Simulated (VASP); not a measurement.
Wanted: the native input for a VASP 6.6.1 run.

* Task: relaxation of cell and atoms
* Functional: LDA
* Potentials or basis: VASP PAW LDA potentials, release 64 (Ta_pv, N)
* Cutoff: 600 eV
* k mesh: 10 × 10 × 9
* Occupations: fermi-dirac, width 0.02 eV
* Spin: no spin polarisation
* Dipole correction: no
* Further INCAR settings: ALGO = Normal; EDIFF = 1e-06; IBRION = 2; EDIFFG = -0.02; NSW = 100; ISIF = 3

The structure of TaN lies in POSCAR:

```
TaN
1.0
    2.8780239874      0.0000000000      0.0000000000
   -1.4390119937      2.4924418858      0.0000000000
    0.0000000000      0.0000000000      2.8241467514
Ta N
1 1
Direct
    0.3333333333      0.6666666667      0.5000000000
    0.0000000000      0.0000000000      0.0000000000
```

The input as run:

INCAR

```
SYSTEM = TaN
PREC = Accurate
ENCUT = 600
EDIFF = 1E-6
ISMEAR = -1
SIGMA = 0.02
LREAL = .FALSE.
LASPH = .TRUE.
NELM = 80
ALGO = Normal
ISIF = 3
LWAVE = .FALSE.
LCHARG = .FALSE.
IBRION = 2
NSW = 100
EDIFFG = -0.02
```

KPOINTS

```
Automatic mesh
0
G
  10 10 9
  0 0 0
```

Potentials or basis: VASP PAW LDA potentials, release 64 (Ta_pv, N).

Run with:

```console
$ cat potpaw_LDA.64/Ta_pv/POTCAR potpaw_LDA.64/N/POTCAR > POTCAR
$ mpirun -np 1 vasp_std > vasp.out
```

Results of the run:

```yaml
Relaxed_volume: 10.48 Å³/atom
Relaxed_cell: a = 2.911 Å, b = 2.911 Å, c = 2.856 Å, α = 90.00°, β = 90.00°, γ = 120.00°
Space_group_after_relaxing_to_0.05_Å: P-6m2 (No. 187)
Energy_gained_by_relaxing: 15.3 meV/atom
Ionic_steps: 7
Pressure_after_relaxing: 0.2 GPa
Band_gap_on_the_k_mesh: zero (band 8 reaches 8.60 eV, above the bottom of band 9 at 8.30 eV)
```

Caveat: spin-orbit coupling is left out, which moves the levels of the heavy elements.

It took 34 s on 1 thread of Intel(R) Xeon(R) Platinum 8488C (Sapphire Rapids), with other jobs on the host, peak memory 0.15 GiB.
